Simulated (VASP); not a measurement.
# Sb (P6_3/mmc) in VASP: a series of runs

The runs below take Sb through single point, relaxation of cell and atoms, with PBE.

All numbers are computed with VASP 6.6.1; they aren't measurements. Logs are shortened: lines on timing, memory, paths and dates and some standing lists are left out, and cuts for length are marked.

**1. The cell of the first run**

Symmetry: P6_3/mmc, No. 194, hexagonal system. Conventional cell: a = 2.895 Å, b = 2.895 Å, c = 4.502 Å, α = 90.00°, β = 90.00°, γ = 120.00°. Sb (site symmetry -6m2) has 12 Sb at 2.80 to 2.90 Å within 3.7 Å.

**2. Single point, PBE**

Contents of INCAR:

```
ALGO = Normal ; EDIFF = 1E-6
ENCUT = 520 ; GGA = PE
ISIF = 2 ; ISMEAR = -1
LASPH = T ; LCHARG = F
LREAL = F ; LWAVE = F
NBANDS = 12 ; NELM = 100
PREC = Accurate ; SIGMA = 0.08
```

Contents of KPOINTS:

```
k-points
0
Gamma
  15 15 8
```

Contents of POSCAR:

```
Sb
1.0
    2.8954192075      0.0000000000      0.0000000000
   -1.4477096037      2.5075065883      0.0000000000
    0.0000000000      0.0000000000      4.5024710161
Sb
2
Direct
    0.3333333333      0.6666666667      0.2500000000
    0.6666666667      0.3333333333      0.7500000000
```

Potentials or basis: VASP PAW PBE potentials, release 64 (Sb).

On the command line:

```sh
cat potpaw_PBE.64/Sb/POTCAR > POTCAR
mpirun -np 1 vasp_std > vasp.out
```

OUTCAR:

```text
EDIFF = 1E-6
   ENCUT = 520
   GGA = PE
   ISIF = 2
   ISMEAR = -1
   LASPH = T
   LREAL = F
   NELM = 100
   PREC = Accurate

 ion  position               nearest neighbor table
   1  0.333  0.667  0.250-   2 2.80   2 2.80   2 2.80   2 2.80   2 2.80   2 2.80
   2  0.667  0.333  0.750-   1 2.80   1 2.80   1 2.80   1 2.80   1 2.80   1 2.80

  LATTYP: Found a hexagonal cell.
 ALAT       =     2.8954192075
 C/A-ratio  =     1.5550325163

  Lattice vectors:

 A1 = (   2.8954192075,   0.0000000000,   0.0000000000)
 A2 = (  -1.4477096037,   2.5075065883,   0.0000000000)
 A3 = (   0.0000000000,   0.0000000000,   4.5024710161)

Analysis of symmetry for initial positions (statically):
=====================================================================
 Subroutine PRICEL returns:
 Original cell was already a primitive cell.

 Routine SETGRP: Setting up the symmetry group for a
 hexagonal supercell.

 Subroutine GETGRP returns: Found 24 space group operations
 (whereof 12 operations were pure point group operations)
 out of a pool of 24 trial point group operations.

The static configuration has the point symmetry D_3d.
 The point group associated with its full space group is D_6h.

Analysis of symmetry for dynamics (positions and initial velocities):
=====================================================================
 Subroutine PRICEL returns:
 Original cell was already a primitive cell.

 Routine SETGRP: Setting up the symmetry group for a
 hexagonal supercell.

 Subroutine GETGRP returns: Found 24 space group operations
 (whereof 12 operations were pure point group operations)
 out of a pool of 24 trial point group operations.

The dynamic configuration has the point symmetry D_3d.
 The point group associated with its full space group is D_6h.

 Subroutine INISYM returns: Found 24 space group operations
 (whereof 12 operations are pure point group operations),
 and found     1 'primitive' translations

----------------------------------------------------------------------------------------

                                     Primitive cell

  volume of cell :      32.6892

  direct lattice vectors                    reciprocal lattice vectors
     2.895419207  0.000000000  0.000000000     0.345373132  0.199401271  0.000000000
    -1.447709604  2.507506588  0.000000000     0.000000000  0.398802541  0.000000000
     0.000000000  0.000000000  4.502471016     0.000000000  0.000000000  0.222100264

[... 85 lines left out ...]
   EDIFFG = 0.1E-04   stopping-criterion for IOM
   NSW    =      0    number of steps for IOM
   IBRION =     -1    ionic relax: 0-MD 1-quasi-New 2-CG
   NFREE  =      0    steps in history (QN), initial steepest desc. (CG)
   ISIF   =      2    stress and relaxation
   ISYM   =      2    0-nonsym 1-usesym 2-fastsym
   POTIM  = 0.5000    time-step for ionic-motion
   TEBEG  =    0.0;   TEEND  =   0.0 temperature during run
   PSTRESS=    0.0 pullay stress
   NELECT =      10.0000    total number of electrons
   NUPDOWN=      -1.0000    fix difference up-down
   EMIN   =  10.00;   EMAX   =-10.00  energy-range for DOS
   EFERMI =   0.00;   METHOD = LEGACY
   ISMEAR =    -1;   SIGMA  =   0.08  broadening in eV -4-tet -1-fermi 0-gaus
   EFERMI_NEDOS =   21; number of points for ismear=-14 and -15
   IALGO  =     38    algorithm
   IMIX   =      4    mixing-type and parameters
     AMIX     =   0.40;   BMIX     =  1.00
     AMIX_MAG =   1.60;   BMIX_MAG =  1.00
  volume/ion in A,a.u.               =      16.34       110.30
  Fermi-wavevector in a.u.,A,eV,Ry     =   1.103079  2.084517 16.555346  1.216784
  Thomas-Fermi vector in A             =   2.239532
   LORBIT       =      0    0 simple, 1 ext, 2 COOP (PROOUT), +10 PAW based schemes
   GGA     = PE    functional components
   LHFCALC =     F    Hartree Fock is set to
   AEXX    =    0.0000 exact exchange contribution
   IVDW    =     0    specifies the selected vdW correction
   LEPSILON=     F    determine dielectric tensor
   LRPA    =     F    only Hartree local field effects (RPA)
 non-spin polarized calculation
  energy-cutoff  :      520.00
  volume of cell :       32.69
 maximum number of plane-waves:       905
 NGX is ok and might be reduce to    24
   NGX = 11   NGY = 11   NGZ = 17

 number of electron      10.0000000 magnetization

 Free energy of the ion-electron system (eV)
  ---------------------------------------------------
  ext. energy  EPLUGINS =         0.00000000
  ---------------------------------------------------
  free energy    TOTEN  =        -3.42457693 eV

  energy without entropy =       -3.40332084  energy(sigma->0) =       -3.41394889

 E-fermi :  16.8597     XC(G=0): -12.5611

 val. band max:       16.8407809685   @ k =   0.2000   0.1333   0.3750
 cond. band min:      16.8757100193   @ k =   0.1333   0.1333   0.2500
 fundamental gap:      0.0349290508
 Fermi energy:        16.8596837818

 k-point     1 :       0.0000    0.0000    0.0000
  band No.  band energies     occupation
      1      -1.3285      2.00000
      2       6.7528      2.00000
      3       7.1631      2.00000
      4      22.1913      0.00000
      5      22.1913      0.00000
      6      24.7957      0.00000
      7      24.7957      0.00000
      8      25.3443      0.00000
      9      25.8793      0.00000
     10      28.1759      0.00000
     11      29.3451      0.00000
     12      30.0420      0.00000
[... 331 lines left out ...]
 k-point    24 :       0.4000    0.2000    0.0000
  band No.  band energies     occupation
      1       5.5294      2.00000
      2       6.5833      2.00000
      3      11.4129      2.00000
      4      13.5771      2.00000
      5      13.7265      2.00000
      6      13.9907      2.00000
      7      15.8490      1.99999
      8      18.8062      0.00000
      9      20.7165      0.00000
     10      26.5844      0.00000
     11      32.0669      0.00000
     12      32.5381      0.00000

 [... further k-points ...]
[... 5 lines left out ...]
  --------------------------------------------------------------------------------------
  -------------------------------------------------------------------------------------
  Total       20.7166846     20.7166846     20.7439604      0.0000000     -0.0000000      0.0000000
  in kB     1015.3747924   1015.3747924   1016.7116457      0.0000000     -0.0000000      0.0000000
  external PRESSURE =    1015.8204102 kB  Pullay stress =       0.0000000 kB

 VOLUME and BASIS-vectors are now :
 -----------------------------------------------------------------------------
  energy-cutoff  :      520.00
  volume of cell :       32.69
      direct lattice vectors                 reciprocal lattice vectors
     2.895419207  0.000000000  0.000000000     0.345373132  0.199401271  0.000000000
    -1.447709604  2.507506588  0.000000000     0.000000000  0.398802541  0.000000000
     0.000000000  0.000000000  4.502471016     0.000000000  0.000000000  0.222100264

 POSITION                                       TOTAL-FORCE (eV/Angst)
 -----------------------------------------------------------------------------------
     -0.00000      1.67167      1.12562         0.000000     -0.000000      0.000000
      1.44771      0.83584      3.37685        -0.000000      0.000000      0.000000
 -----------------------------------------------------------------------------------
    total drift:                               -0.000000      0.000000      0.000000

  FREE ENERGIE OF THE ION-ELECTRON SYSTEM (eV)
  ---------------------------------------------------
  free  energy   TOTEN  =        -3.4245769326 eV

  energy  without entropy=       -3.4033208427  energy(sigma->0) =       -3.41394889
```

It took 26 s on 1 thread of Intel Xeon Platinum 8488C (Sapphire Rapids), shared host; peak memory 0.18 GiB.

Results:

| Item | Value |
| --- | --- |
| Free energy | -3.4246 eV |
| Pressure | 101.6 GPa |
| Band gap on the k mesh | zero (band 5 reaches 23.83 eV, above the bottom of band 6 at 11.00 eV) |

Levels at points of the mesh, in eV from the Fermi level:
```
           k point  band 3  band 4  band 5  band 6  band 7  band 8
(0.00, 0.00, 0.00)   -9.70    5.33    5.33    7.94    7.94    8.48
(0.00, 0.00, 0.50)    0.26    0.26    6.97    6.97    6.97    6.97
```

Caveat: spin-orbit coupling is left out, which moves the levels of the heavy elements.

**3. Single point, PBE**

Contents of INCAR:

```
SYSTEM = Sb
PREC = Accurate
ENCUT = 520
EDIFF = 1E-6
ISMEAR = -1
SIGMA = 0.08
LREAL = .FALSE.
LASPH = .TRUE.
NELM = 100
ALGO = Normal
ISIF = 2
LWAVE = .FALSE.
LCHARG = .FALSE.
GGA = PE
NBANDS = 12
```

Contents of KPOINTS:

```
regular mesh
0
G
  15 15 8
  0 0 0
```

Contents of POSCAR:

```
Sb
1.0
    2.8953924129      0.0000000000      0.0000000000
   -1.4476962064      2.5074833835      0.0000000000
    0.0000000000      0.0000000000      4.5017739216
Sb
2
Direct
    0.3333333333      0.6666666667      0.2500000000
    0.6666666667      0.3333333333      0.7500000000
```

Potentials or basis: VASP PAW PBE potentials, release 64 (Sb).

On the command line:

```sh
cat potpaw_PBE.64/Sb/POTCAR > POTCAR
mpirun -np 1 vasp_std > vasp.out
```

Wall time 34 s (1 thread of Intel Xeon Platinum 8488C (Sapphire Rapids), shared host); peak memory 0.18 GiB.

Results (log left out):

| Property | Result |
| --- | --- |
| Free energy | -3.4210 eV |
| Pressure | 101.7 GPa |
| Band gap on the k mesh | zero (band 5 reaches 23.83 eV, above the bottom of band 6 at 11.00 eV) |

Stress tensor (GPa, compression positive):
```
101.60   0.00   0.00
  0.00 101.60   0.00
  0.00   0.00 101.78
```

Levels at points of the mesh, in eV from the Fermi level:
```tsv
k point	band 1	band 2	band 3	band 4	band 5	band 6	band 7	band 8	band 9	band 10
(0.00, 0.00, 0.00)	-18.19	-10.10	-9.70	5.33	5.33	7.94	7.94	8.48	9.02	11.32
(0.00, 0.00, 0.50)	-16.14	-16.14	0.26	0.26	6.97	6.97	6.97	6.97	8.75	8.75
```

Caveat: spin-orbit coupling is left out, which moves the levels of the heavy elements.

**4. Relaxation of cell and atoms, PBE, target pressure 100 GPa, at which the enthalpy is minimised**

This run uses another cell than the first one, of 16.21 Å³/atom, 0.992 times its volume.

Contents of INCAR:

```
SYSTEM = Sb
PREC = Accurate
ENCUT = 600
EDIFF = 1E-6
ISMEAR = -1
SIGMA = 0.08
LREAL = .False.
LASPH = .True.
NELM = 80
ALGO = Normal
ISIF = 3
LWAVE = .False.
LCHARG = .False.
GGA = PE
IBRION = 2
NSW = 60
EDIFFG = -0.005
PSTRESS = 1000.0
```

Contents of KPOINTS:

```
regular mesh
0
Gamma
  15 15 8
  0 0 0
```

Contents of POSCAR:

```
Sb
1.0
    2.8482393480      0.0000000000      0.0000000000
   -1.4241196740      2.4666476314      0.0000000000
    0.0000000000      0.0000000000      4.6141477437
Sb
2
Direct
    0.3333333333      0.6666666667      0.2500000000
    0.6666666667      0.3333333333      0.7500000000
```

On the command line:

```sh
cat potpaw_PBE.64/Sb/POTCAR > POTCAR
mpirun -np 1 vasp_std > vasp.out
```

Wall time 91 s (1 thread of Intel Xeon 6975P-C (Granite Rapids), shared host); peak memory 0.2 GiB.

It converged, with:

```
Free energy                                            : -3.5008 eV
Relaxed volume                                         : 16.40 Å³/atom
Relaxed cell                                           : a = 2.899 Å, b = 2.899 Å, c = 4.509 Å, α = 90.00°, β = 90.00°, γ = 120.00°
Space group after relaxing (to 0.05 Å)                 : P6_3/mmc (No. 194)
Energy change on relaxing (the enthalpy is what falls) : -129.7 meV/atom
Ionic steps                                            : 16
Pressure after relaxing                                : 100.0 GPa
Band gap on the k mesh                                 : zero (band 5 reaches 23.74 eV, above the bottom of band 6 at 10.95 eV)
```

Step by step:
```tsv
step	energy change (eV)	largest force (eV/Å)	pressure (GPa)	volume (Å³)
1	0.0000	0.0000	105.84	32.42
2	-1.5696	0.0000	72.73	35.27
3	-0.2859	0.0000	99.79	32.86
4	-0.2767	0.0000	99.96	32.85
5	-0.2713	0.0000	100.09	32.84
6	-0.2703	0.0000	100.09	32.84
7	-0.2672	0.0000	100.07	32.83
8	-0.2607	0.0000	100.07	32.82
9	-0.2464	0.0000	100.24	32.79
10	-0.1740	0.0000	101.83	32.71
11	-0.2412	0.0000	100.36	32.78
12	-0.2402	0.0000	100.38	32.78
13	-0.2881	0.0000	99.38	32.86
14	-0.2513	0.0000	100.14	32.80
15	-0.2519	0.0000	100.13	32.80
16	-0.2594	0.0000	99.97	32.81
```

Final structure:
```
CELL_PARAMETERS angstrom
2.89858 0.00000 0.00000
-1.44929 2.51024 0.00000
0.00000 0.00000 4.50924
ATOMIC_POSITIONS crystal
Sb 0.33333 0.66667 0.25000
Sb 0.66667 0.33333 0.75000
```

Levels at points of the mesh, in eV from the Fermi level:
```csv
k point,band 1,band 2,band 3,band 4,band 5,band 6,band 7,band 8,band 9
"(0.00, 0.00, 0.00)",-18.14,-10.10,-9.66,5.32,5.32,7.92,7.92,8.50,9.01
"(0.00, 0.00, 0.50)",-16.10,-16.10,0.25,0.25,6.95,6.95,6.95,6.95,8.76
```

Caveat: the cell is relaxed towards a set pressure, so the enthalpy falls and the energy may rise; spin-orbit coupling is left out, which moves the levels of the heavy elements.

**5. Relaxation of cell and atoms, PBE, target pressure 100 GPa, at which the enthalpy is minimised**

Contents of INCAR:

```
PREC = Accurate
ENCUT = 600
EDIFF = 1E-6
ISMEAR = -1
SIGMA = 0.08
LREAL = False
LASPH = True
NELM = 100
ALGO = Normal
ISIF = 3
LWAVE = False
LCHARG = False
GGA = PE
IBRION = 2
NSW = 32
EDIFFG = -0.005
PSTRESS = 1000.0
```

Contents of KPOINTS:

```
regular mesh
0
Gamma
  15 15 8
```

Contents of POSCAR:

```
Sb
1.0
    2.8954192075      0.0000000000      0.0000000000
   -1.4477096037      2.5075065883      0.0000000000
    0.0000000000      0.0000000000      4.5024710161
Sb
2
Direct
    0.3333333333      0.6666666667      0.2500000000
    0.6666666667      0.3333333333      0.7500000000
```

Potentials or basis: VASP PAW PBE potentials, release 64 (Sb).

On the command line:

```sh
cat potpaw_PBE.64/Sb/POTCAR > POTCAR
mpirun -np 1 vasp_std > vasp.out
```

OUTCAR:

```text
PREC = Accurate
   ENCUT = 600
   EDIFF = 1E-6
   ISMEAR = -1
   LREAL = False
   LASPH = True
   NELM = 100
   ISIF = 3
   GGA = PE
   IBRION = 2
   NSW = 32
   EDIFFG = -0.005
   PSTRESS = 1000.0

 ion  position               nearest neighbor table
   1  0.333  0.667  0.250-   2 2.80   2 2.80   2 2.80   2 2.80   2 2.80   2 2.80
   2  0.667  0.333  0.750-   1 2.80   1 2.80   1 2.80   1 2.80   1 2.80   1 2.80

  LATTYP: Found a hexagonal cell.
 ALAT       =     2.8954192075
 C/A-ratio  =     1.5550325163

  Lattice vectors:

 A1 = (   2.8954192075,   0.0000000000,   0.0000000000)
 A2 = (  -1.4477096037,   2.5075065883,   0.0000000000)
 A3 = (   0.0000000000,   0.0000000000,   4.5024710161)

[... 295 lines left out ...]
  ext. energy  EPLUGINS =         0.00000000
  ---------------------------------------------------
  free energy    TOTEN  =        -3.49934661 eV

  energy without entropy =       -3.47781701  energy(sigma->0) =       -3.48858181

 E-fermi :  16.7857     XC(G=0): -12.5433

 val. band max:       16.7675845178   @ k =   0.2000   0.1333   0.3750
 cond. band min:      16.8075177346   @ k =   0.1333   0.1333   0.2500
 fundamental gap:      0.0399332168
 Fermi energy:        16.7856895426

 k-point     1 :       0.0000    0.0000    0.0000
  band No.  band energies     occupation
      1      -1.3553      2.00000
      2       6.6838      2.00000
      3       7.1210      2.00000
      4      22.1059      0.00000
      5      22.1059      0.00000
      6      24.7070      0.00000
      7      24.7070      0.00000
      8      25.2808      0.00000
      9      25.8012      0.00000
[... 265 lines left out ...]
 k-point    24 :       0.4000    0.2000    0.0000
  band No.  band energies     occupation
      1       5.4805      2.00000
      2       6.5382      2.00000
      3      11.3530      2.00000
      4      13.5149      2.00000
      5      13.6539      2.00000
      6      13.9102      2.00000
      7      15.7811      1.99999
      8      18.7177      0.00000
      9      20.6471      0.00000

 [... further k-points ...]
[... 5 lines left out ...]
  --------------------------------------------------------------------------------------
  -------------------------------------------------------------------------------------
  Total       20.4763434     20.4763434     20.4771191      0.0000000      0.0000000      0.0000000
  in kB      999.9734132    999.9734132   1000.0112944      0.0000000      0.0000000      0.0000000
  external PRESSURE =      -0.0139597 kB  Pullay stress =    1000.0000000 kB
[... 21 lines left out ...]
  energy  without entropy=       -3.4778170071  energy(sigma->0) =       -3.48858181

  enthalpy is  TOTEN    =        16.9775412477 eV   P V=       20.4768878533

 reached required accuracy - stopping structural energy minimisation
```

OSZICAR:

```text
N       E                     dE             d eps       ncg     rms          rms(c)
DAV:   1     0.536938001854E+02    0.53694E+02   -0.42999E+03  2430   0.104E+03
DAV:   2    -0.159040971764E+01   -0.55284E+02   -0.53589E+02  3287   0.158E+02
DAV:   3    -0.348271826199E+01   -0.18923E+01   -0.18525E+01  3161   0.332E+01
[... 23 lines left out ...]
DAV:   5    -0.349949045141E+01    0.39807E-05   -0.25534E-06  2199   0.105E-02    0.191E-03
DAV:   6    -0.349949041773E+01    0.33678E-07   -0.50755E-08  1266   0.250E-03
   3 F= 0.16977543E+02 E0= 0.16988271E+02  d E =-.569104E-03
       N       E                     dE             d eps       ncg     rms          rms(c)
DAV:   1    -0.349934712543E+01    0.14333E-03   -0.72177E-05  3071   0.575E-02    0.533E-03
DAV:   2    -0.349934660553E+01    0.51991E-06   -0.20898E-06  2203   0.126E-02
   4 F= 0.16977541E+02 E0= 0.16988306E+02  d E =-.171271E-05
```

CONTCAR:

```text
Sb
   1.00000000000000
     2.8984616536261307    0.0000000000318993   -0.0000000000000000
    -1.4492308267353871    2.5101414239184754    0.0000000000000000
    -0.0000000000000000   -0.0000000000000000    4.5092964159180289
  Sb
     2
Direct
     0.3333333332999970    0.6666666667000030    0.2500000000000000
     0.6666666667000030    0.3333333332999970    0.7500000000000000

  0.00000000E+00  0.00000000E+00  0.00000000E+00
  0.00000000E+00  0.00000000E+00  0.00000000E+00
```

Run time: 32 s. Hardware: 1 thread of Intel Xeon 6975P-C (Granite Rapids), shared host; peak memory 0.19 GiB.

What came out:

```
Free energy                                            : -3.4993 eV
Relaxed volume                                         : 16.40 Å³/atom
Relaxed cell                                           : a = 2.898 Å, b = 2.898 Å, c = 4.509 Å, α = 90.00°, β = 90.00°, γ = 120.00°
Space group after relaxing (to 0.05 Å)                 : P6_3/mmc (No. 194)
Energy change on relaxing (the enthalpy is what falls) : -37.2 meV/atom
Ionic steps                                            : 4
Pressure after relaxing                                : 100.0 GPa
Band gap on the k mesh                                 : zero (band 5 reaches 23.74 eV, above the bottom of band 6 at 10.95 eV)
```

Step by step:
| step | energy change (eV) | largest force (eV/Å) | pressure (GPa) | volume (Å³) |
| --- | --- | --- | --- | --- |
| 1 | 0.0000 | 0.0000 | 101.58 | 32.69 |
| 2 | -0.4633 | 0.0000 | 91.78 | 33.46 |
| 3 | -0.0746 | 0.0000 | 100.00 | 32.81 |
| 4 | -0.0745 | 0.0000 | 100.00 | 32.81 |

Final structure:
```cif
data_structure
_symmetry_space_group_name_H-M 'P 1'
_symmetry_Int_Tables_number 1
_cell_length_a 2.8985
_cell_length_b 2.8985
_cell_length_c 4.5093
_cell_angle_alpha 90.000
_cell_angle_beta 90.000
_cell_angle_gamma 120.000
_cell_volume 32.81
loop_
_atom_site_label
_atom_site_type_symbol
_atom_site_fract_x
_atom_site_fract_y
_atom_site_fract_z
_atom_site_occupancy
Sb1 Sb 0.33333 0.66667 0.25000 1
Sb2 Sb 0.66667 0.33333 0.75000 1
```

Caveat: the cell is relaxed towards a set pressure, so the enthalpy falls and the energy may rise; spin-orbit coupling is left out, which moves the levels of the heavy elements.

**6. The runs side by side**

```csv
task,cell,cutoff (eV),gap on the mesh (eV),pressure (GPa)
single point,"a = 2.895, b = 2.895, c = 4.502 Å, angles 90.0, 90.0, 120.0°, 2 atoms",520,none,101.7
relaxation of cell and atoms,"relaxed to 100 GPa from a = 2.848, b = 2.848, c = 4.614 Å, angles 90.0, 90.0, 120.0°, 2 atoms",600,none,100.0
relaxation of cell and atoms,"relaxed to 100 GPa from a = 2.895, b = 2.895, c = 4.502 Å, angles 90.0, 90.0, 120.0°, 2 atoms",600,none,100.0
```

Alike in all rows: level PBE; potentials or basis VASP PAW PBE potentials, release 64 (Sb); no spin polarisation; k mesh 15 × 15 × 8; smearing fermi-dirac 0.08 eV.

Caveats: spin-orbit coupling is left out, which moves the levels of the heavy elements; the cell is relaxed towards a set pressure, so the enthalpy falls and the energy may rise (some runs).

Absolute energies hang on the potentials; compare differences alone.
